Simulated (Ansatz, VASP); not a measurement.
W: VASP beside Ansatz

```
W
1.0
    -2.55730    2.55730    1.34866
     2.55730   -2.55730    1.34866
     2.55730    2.55730   -1.34866
W
2
Direct
  0.00000 0.00000 0.00000
  0.75000 0.25000 0.50000
```

Alike in both runs: functional PBE; k mesh 8 × 8 × 8; occupations gaussian, width 0.1 eV; no spin polarisation.

Ansatz relaxed the structure, and its values are those at the end. VASP's run is a single point on that final structure, the one shown.

|  | VASP | Ansatz |
| --- | --- | --- |
| version | VASP 6.6.1 | Ansatz 0.2.0 |
| potentials or method | VASP PAW PBE potentials, release 64 (W_sv), cutoff 520 eV | scalar-relativistic, plane waves, PAW |
| valence electrons in the cell | 28 | 28 |

|  | VASP | Ansatz | Ansatz less VASP |
| --- | --- | --- | --- |
| gap on the k mesh at the Fermi level (eV) | none | none | - |
| pressure (GPa) | 0.6 | 0.0 | -0.56 |

A gap of «none» marks a metal or a gap that the smearing closes. The functional is the same, so the differences come from potentials, cutoffs and numerics.

Spin-orbit coupling is off throughout.
